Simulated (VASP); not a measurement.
# AlN (P6_3mc) in VASP: notebook

AlN is run at these levels: LDA; tasks: single point.

All numbers are computed with VASP 6.6.1; they aren't measurements. Logs are shortened: lines on timing, memory, paths and dates and some standing lists are left out, and cuts for length are marked.

**1. The cell of the first run**

The structure is hexagonal, space group P6_3mc (No. 186). Conventional cell: a = 3.104 Å, b = 3.104 Å, c = 4.928 Å, α = 90.00°, β = 90.00°, γ = 120.00°. Within 2.5 Å of Al (site symmetry 3m) lie 4 N at 1.88 to 1.89 Å. Within 2.5 Å of N (site symmetry 3m) lie 4 Al at 1.88 to 1.89 Å.

**2. Single point, LDA (in-plane strain +0.005, then relaxed in part)**

Contents of INCAR:

```
ALGO = Normal
EDIFF = 1E-7
ENCUT = 520
GGA = CA
ISIF = 2
ISMEAR = 0
LASPH = T
LCHARG = F
LREAL = F
LWAVE = F
NBANDS = 16
NELM = 100
PREC = Accurate
SIGMA = 0.01
```

Contents of KPOINTS:

```
k-points
0
Gamma
  8 8 4
```

Contents of POSCAR:

```
AlN
1.0
    3.1042139021      0.0000000000      0.0000000000
   -1.5521069511      2.6883280980      0.0000000000
    0.0000000000      0.0000000000      4.9277864282
Al N
2 2
Direct
    0.3333333333      0.6666666667     -0.0017383859
    0.6666666667      0.3333333333      0.4982616141
    0.3333333333      0.6666666667      0.3817383859
    0.6666666667      0.3333333333      0.8817383859
```

Potentials or basis: VASP PAW LDA potentials, release 64 (Al, N).

The run is started by

```bash
$ cat potpaw_LDA.64/Al/POTCAR potpaw_LDA.64/N/POTCAR > POTCAR
$ mpirun -np 1 vasp_std > vasp.out
```

OUTCAR:

```text
EDIFF = 1E-7
   ENCUT = 520
   GGA = CA
   ISIF = 2
   ISMEAR = 0
   LASPH = T
   LREAL = F
   NELM = 100
   PREC = Accurate

 ion  position               nearest neighbor table
   1  0.333  0.667  0.998-   4 1.88   4 1.88   4 1.88   3 1.89   2 3.05   2 3.05   2 3.05   2 3.05
                             2 3.05   2 3.05
   2  0.667  0.333  0.498-   3 1.88   3 1.88   3 1.88   4 1.89   1 3.05   1 3.05   1 3.05   1 3.05
                             1 3.05   1 3.05
   3  0.333  0.667  0.382-   2 1.88   2 1.88   2 1.88   1 1.89
   4  0.667  0.333  0.882-   1 1.88   1 1.88   1 1.88   2 1.89

  LATTYP: Found a hexagonal cell.
 ALAT       =     3.1042139021
 C/A-ratio  =     1.5874506666

  Lattice vectors:

 A1 = (   3.1042139021,   0.0000000000,   0.0000000000)
 A2 = (  -1.5521069511,   2.6883280980,   0.0000000000)
 A3 = (   0.0000000000,   0.0000000000,   4.9277864282)

Analysis of symmetry for initial positions (statically):
=====================================================================
 Subroutine PRICEL returns:
 Original cell was already a primitive cell.

 Routine SETGRP: Setting up the symmetry group for a
 hexagonal supercell.

 Subroutine GETGRP returns: Found 12 space group operations
 (whereof  6 operations were pure point group operations)
 out of a pool of 24 trial point group operations.

The static configuration has the point symmetry C_3v.
 The point group associated with its full space group is C_6v.

Analysis of symmetry for dynamics (positions and initial velocities):
=====================================================================
 Subroutine PRICEL returns:
 Original cell was already a primitive cell.

 Routine SETGRP: Setting up the symmetry group for a
 hexagonal supercell.

 Subroutine GETGRP returns: Found 12 space group operations
 (whereof  6 operations were pure point group operations)
 out of a pool of 24 trial point group operations.

The dynamic configuration has the point symmetry C_3v.
 The point group associated with its full space group is C_6v.

 Subroutine INISYM returns: Found 12 space group operations
 (whereof  6 operations are pure point group operations),
 and found     1 'primitive' translations

----------------------------------------------------------------------------------------

                                     Primitive cell

[... 90 lines left out ...]
   LSORBIT =      F    spin-orbit coupling
   LASPH  =      T    aspherical Exc in radial PAW
   ENCUT  =  520.0 eV  38.22 Ry    6.18 a.u.   5.77  5.77  9.16*2*pi/ulx,y,z
   NELM   =    100;   NELMIN=  2; NELMDL= -5     # of ELM steps
   EDIFF  = 0.1E-06   stopping-criterion for ELM
   LREAL  =      F    real-space projection
   EDIFFG = 0.1E-05   stopping-criterion for IOM
   NSW    =      0    number of steps for IOM
   IBRION =     -1    ionic relax: 0-MD 1-quasi-New 2-CG
   NFREE  =      0    steps in history (QN), initial steepest desc. (CG)
   ISIF   =      2    stress and relaxation
   ISYM   =      2    0-nonsym 1-usesym 2-fastsym
   POTIM  = 0.5000    time-step for ionic-motion
   TEBEG  =    0.0;   TEEND  =   0.0 temperature during run
   PSTRESS=    0.0 pullay stress
   NELECT =      16.0000    total number of electrons
   NUPDOWN=      -1.0000    fix difference up-down
   EMIN   =  10.00;   EMAX   =-10.00  energy-range for DOS
   EFERMI =   0.00;   METHOD = LEGACY
   ISMEAR =     0;   SIGMA  =   0.01  broadening in eV -4-tet -1-fermi 0-gaus
   EFERMI_NEDOS =   21; number of points for ismear=-14 and -15
   IALGO  =     38    algorithm
   IMIX   =      4    mixing-type and parameters
     AMIX     =   0.40;   BMIX     =  1.00
     AMIX_MAG =   1.60;   BMIX_MAG =  1.00
  volume/ion in A,a.u.               =      10.28        69.38
  Fermi-wavevector in a.u.,A,eV,Ry     =   1.195142  2.258491 19.434082  1.428365
  Thomas-Fermi vector in A             =   2.331115
   LORBIT       =      0    0 simple, 1 ext, 2 COOP (PROOUT), +10 PAW based schemes
   GGA     = CA    functional components
   LHFCALC =     F    Hartree Fock is set to
   AEXX    =    0.0000 exact exchange contribution
   IVDW    =     0    specifies the selected vdW correction
   LEPSILON=     F    determine dielectric tensor
   LRPA    =     F    only Hartree local field effects (RPA)
 non-spin polarized calculation
 Gauss-broadening in eV      SIGMA  =   0.01
  energy-cutoff  :      520.00
  volume of cell :       41.12
 maximum number of plane-waves:      1132
 NGX is ok and might be reduce to    24
   NGX = 11   NGY = 11   NGZ = 19

 number of electron      15.9999998 magnetization

 Free energy of the ion-electron system (eV)
  ---------------------------------------------------
  ext. energy  EPLUGINS =         0.00000000
  ---------------------------------------------------
  free energy    TOTEN  =       -32.83931836 eV

  energy without entropy =      -32.83931836  energy(sigma->0) =      -32.83931836

 E-fermi :   6.1732     XC(G=0): -11.3130

 val. band max:        6.0988342923   @ k =   0.0000   0.0000   0.0000
 cond. band min:      10.4167947351   @ k =   0.0000   0.0000   0.0000
 fundamental gap:      4.3179604428
 Fermi energy:         6.1731866343

 k-point     1 :       0.0000    0.0000    0.0000
  band No.  band energies     occupation
      1      -9.0838      2.00000
      2      -6.7762      2.00000
      3      -0.0442      2.00000
      4       5.1188      2.00000
      5       5.1188      2.00000
      6       5.8024      2.00000
[... 433 lines left out ...]
      3       0.8511      2.00000
      4       0.8511      2.00000
      5       4.5600      2.00000
      6       4.5600      2.00000
[... 8 lines left out ...]
     15      19.1976      0.00000
     16      19.1976      0.00000

 [... further k-points ...]
[... 5 lines left out ...]
  --------------------------------------------------------------------------------------
  -------------------------------------------------------------------------------------
  Total       -0.4376257     -0.4376257      0.1646819      0.0000000      0.0000000      0.0000000
  in kB      -17.0501257    -17.0501257      6.4160939      0.0000000      0.0000000      0.0000000
  external PRESSURE =      -9.2280525 kB  Pullay stress =       0.0000000 kB

 VOLUME and BASIS-vectors are now :
 -----------------------------------------------------------------------------
  energy-cutoff  :      520.00
  volume of cell :       41.12
      direct lattice vectors                 reciprocal lattice vectors
     3.104213902  0.000000000  0.000000000     0.322142749  0.185989203  0.000000000
    -1.552106951  2.688328098  0.000000000     0.000000000  0.371978406  0.000000000
     0.000000000  0.000000000  4.927786428     0.000000000  0.000000000  0.202930873

 POSITION                                       TOTAL-FORCE (eV/Angst)
 -----------------------------------------------------------------------------------
     -0.00000      1.79222      4.91922        -0.000000      0.000000     -0.003763
      1.55211      0.89611      2.45533         0.000000     -0.000000     -0.003763
     -0.00000      1.79222      1.88113         0.000000     -0.000000      0.003763
      1.55211      0.89611      4.34502        -0.000000     -0.000000      0.003763
 -----------------------------------------------------------------------------------
    total drift:                               -0.000000      0.000000     -0.000770

  FREE ENERGIE OF THE ION-ELECTRON SYSTEM (eV)
  ---------------------------------------------------
  free  energy   TOTEN  =       -32.8393183631 eV

  energy  without entropy=      -32.8393183631  energy(sigma->0) =      -32.83931836
```

It took 33 s on 1 thread of AMD EPYC 7R13, shared host; peak memory 0.11 GiB.

Results:

```
Free energy            : -32.8393 eV
Pressure               : -0.9 GPa
Largest force          : 0.004 eV/Å
Band gap on the k mesh : 4.32 eV, direct
```

Forces on the atoms (eV/Å):
```
Al   0.000  0.000 -0.004
Al   0.000  0.000 -0.004
N    0.000  0.000  0.004
N    0.000  0.000  0.004
```

Levels at points of the mesh, in eV from the valence-band top:
```tsv
k point	band 6	band 7	band 8	band 9	band 10	band 11
(0.00, 0.00, 0.00)	-0.30	-0.30	0.00	4.32	6.54	10.61
(0.50, 0.00, 0.00)	-2.23	-1.87	-0.76	5.61	5.73	8.15
(0.00, 0.00, 0.50)	-0.65	-0.65	-0.65	6.47	6.47	10.25
(0.50, 0.00, 0.50)	-1.58	-1.41	-1.41	5.22	5.22	9.12
```

Caveat: the cell differs from its parent crystal (in-plane strain +0.005, then relaxed in part).

**3. Single point, LDA (in-plane strain +0.005)**

Contents of INCAR:

```
ALGO = Normal
EDIFF = 1E-6
ENCUT = 520
ISIF = 2
ISMEAR = 0
LASPH = T
LCHARG = F
LREAL = F
LWAVE = F
NBANDS = 16
NELM = 80
PREC = Accurate
SIGMA = 0.01
```

KPOINTS is that of step 2.

Contents of POSCAR:

```
AlN
1.0
    3.1042139021      0.0000000000      0.0000000000
   -1.5521069510      2.6883280980      0.0000000000
    0.0000000000      0.0000000000      4.9284447424
Al N
2 2
Direct
    0.3333333333      0.6666666667     -0.0009915582
    0.6666666667      0.3333333333      0.4990084418
    0.3333333333      0.6666666667      0.3809915582
    0.6666666667      0.3333333333      0.8809915582
```

Potentials or basis: VASP PAW LDA potentials, release 64 (Al, N).

The run is started by

```bash
$ cat potpaw_LDA.64/Al/POTCAR potpaw_LDA.64/N/POTCAR > POTCAR
$ mpirun -np 1 vasp_std > vasp.out
```

Wall time 29 s (1 thread of AMD EPYC 7R13, shared host); peak memory 0.11 GiB.

The run converged. Its results:

```yaml
Free_energy: -32.8386 eV
Pressure: -0.9 GPa
Largest_force: 0.100 eV/Å
Band_gap_on_the_k_mesh: 4.34 eV, direct
```

Forces in eV/Å, atoms in the order of the input:
```
Al   0.000  0.000 -0.100
Al   0.000  0.000 -0.100
N    0.000  0.000  0.100
N    0.000  0.000  0.100
```

Stress tensor (GPa, compression positive):
```
-2.07  0.00  0.00
 0.00 -2.07  0.00
 0.00  0.00  1.34
```

Levels at points of the mesh, in eV from the valence-band top:
```
           k point  band 4  band 5  band 6  band 7  band 8  band 9  band 10  band 11  band 12  band 13
(0.00, 0.00, 0.00)   -0.95   -0.95   -0.26   -0.26    0.00    4.34     6.56    10.61    10.94    10.94
(0.50, 0.00, 0.00)   -4.24   -3.45   -2.20   -1.86   -0.73    5.63     5.74     8.18    10.23    10.76
(0.00, 0.00, 0.50)   -3.35   -0.61   -0.61   -0.61   -0.61    6.49     6.49    10.27    10.27    11.27
(0.50, 0.00, 0.50)   -5.75   -1.55   -1.55   -1.40   -1.40    5.23     5.23     9.15     9.15    11.83
```

Caveat: the cell differs from its parent crystal (in-plane strain +0.005).

**4. Single point, LDA (film at in-plane strain +0.005)**

Contents of INCAR:

```
SYSTEM = AlN
PREC = Accurate ; ENCUT = 520
EDIFF = 1E-6 ; ISMEAR = 0
SIGMA = 0.01 ; LREAL = .FALSE.
LASPH = .TRUE. ; NELM = 60
ALGO = Normal ; ISIF = 2
LWAVE = .FALSE. ; LCHARG = .FALSE.
GGA = CA ; NBANDS = 16
```

Contents of KPOINTS:

```
regular mesh
0
G
  8 8 4
  0 0 0
```

Contents of POSCAR:

```
AlN
1.0
    3.1042139021      0.0000000000      0.0000000000
   -1.5521069510      2.6883280980      0.0000000000
    0.0000000000      0.0000000000      4.9277864282
Al N
2 2
Direct
    0.3333333333      0.6666666667     -0.0017383859
    0.6666666667      0.3333333333      0.4982616141
    0.3333333333      0.6666666667      0.3817383859
    0.6666666667      0.3333333333      0.8817383859
```

The run is started by

```bash
$ cat potpaw_LDA.64/Al/POTCAR potpaw_LDA.64/N/POTCAR > POTCAR
$ mpirun -np 1 vasp_std > vasp.out
```

It took 28 s on 1 thread of AMD EPYC 7R13, shared host; peak memory 0.11 GiB.

Results (log left out):

* Free energy: -32.8393 eV
* Pressure: -1.0 GPa
* Largest force: 0.004 eV/Å
* Band gap on the k mesh: 4.32 eV, direct

Forces in eV/Å, atoms in the order of the input:
```
Al   0.000  0.000 -0.004
Al   0.000  0.000 -0.004
N    0.000  0.000  0.004
N    0.000  0.000  0.004
```

Stress tensor (GPa, compression positive):
```
-1.73  0.00  0.00
 0.00 -1.73  0.00
 0.00  0.00  0.61
```

Levels at points of the mesh, in eV from the valence-band top:
| k point | band 5 | band 6 | band 7 | band 8 | band 9 | band 10 | band 11 | band 12 |
| --- | --- | --- | --- | --- | --- | --- | --- | --- |
| (0.00, 0.00, 0.00) | -0.98 | -0.30 | -0.30 | 0.00 | 4.32 | 6.54 | 10.61 | 10.92 |
| (0.50, 0.00, 0.00) | -3.46 | -2.23 | -1.87 | -0.76 | 5.61 | 5.72 | 8.15 | 10.20 |
| (0.00, 0.00, 0.50) | -0.65 | -0.65 | -0.65 | -0.65 | 6.47 | 6.47 | 10.25 | 10.25 |
| (0.50, 0.00, 0.50) | -1.58 | -1.58 | -1.41 | -1.41 | 5.22 | 5.22 | 9.12 | 9.12 |

Caveat: the cell differs from its parent crystal (film at in-plane strain +0.005).

[end of part 1 of 2]
